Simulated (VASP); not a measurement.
HfN:

```
Hf N
1.0
     0.00000    2.27390    2.27390
     2.27390    0.00000    2.27390
     2.27390    2.27390    0.00000
Hf N
1 1
Direct
  0.00000 0.00000 0.00000
  0.50000 0.50000 0.50000
```

| Item | Value |
| --- | --- |
| Program | VASP 6.6.1 |
| Task | relaxation of cell and atoms |
| Functional | LDA |
| Potentials or basis | VASP PAW LDA potentials, release 64 (Hf_pv, N) |
| Cutoff | 600 eV |
| k mesh | 16 × 16 × 16 |
| Occupations | gaussian, width 0.1 eV |
| Spin | no spin polarisation |

At the start: pressure -15.6 GPa; volume 11.76 Å³/atom.

Q: How do energy, volume and symmetry change on relaxing?

A: Over 7 steps the energy falls by 33.6 meV/atom and the volume is 11.10 Å³/atom (-5.6 %); space group Fm-3m (No. 225, to 0.05 Å).

Step by step:
```tsv
step	energy change (eV)	largest force (eV/Å)	pressure (GPa)	volume (Å³)
1	0.0000	0.0000	-15.61	23.51
2	0.2320	0.0000	44.60	19.83
3	-0.0671	0.0000	-0.67	22.25
4	-0.0672	0.0000	-0.08	22.21
5	-0.0672	0.0000	0.27	22.18
6	-0.0671	0.0000	-0.45	22.24
7	-0.0672	0.0000	0.00	22.20
```

Final structure:
```
Hf N
1.0
     0.00000    2.23084    2.23084
     2.23084    0.00000    2.23084
     2.23084    2.23084    0.00000
Hf N
1 1
Direct
  0.00000 0.00000 0.00000
  0.50000 0.50000 0.50000
```
